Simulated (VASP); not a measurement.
# ZrN: single point with PBE

The system is ZrN.

```
Zr N
1.0
     0.00000    2.30000    2.30000
     2.30000    0.00000    2.30000
     2.30000    2.30000    0.00000
Zr N
1 1
Direct
  0.50000 0.50000 0.50000
  0.00000 0.00000 0.00000
```

```yaml
Program: VASP 6.6.1
Task: single point
Functional: PBE
Potentials_or_basis: VASP PAW PBE potentials, release 64 (Zr_sv, N)
Cutoff: 600 eV
k_mesh: 9 × 9 × 9
Occupations: fermi-dirac, width 0.1 eV
Spin: no spin polarisation
Dipole_correction: no
Further_INCAR_settings: ALGO = Normal; EDIFF = 1e-06; NBANDS = 16
```

```
Pressure : -0.7 GPa
```

Levels at points of the mesh, in eV from the Fermi level:
| k point | band 7 | band 8 | band 9 | band 10 | band 11 | band 12 |
| --- | --- | --- | --- | --- | --- | --- |
| (0.00, 0.00, 0.00) | -2.62 | -2.62 | -0.37 | -0.37 | -0.37 | 1.58 |

Run time: 40 s on 1 thread of Intel Xeon 8259CL, with other jobs on the host, peak memory 0.16 GiB.
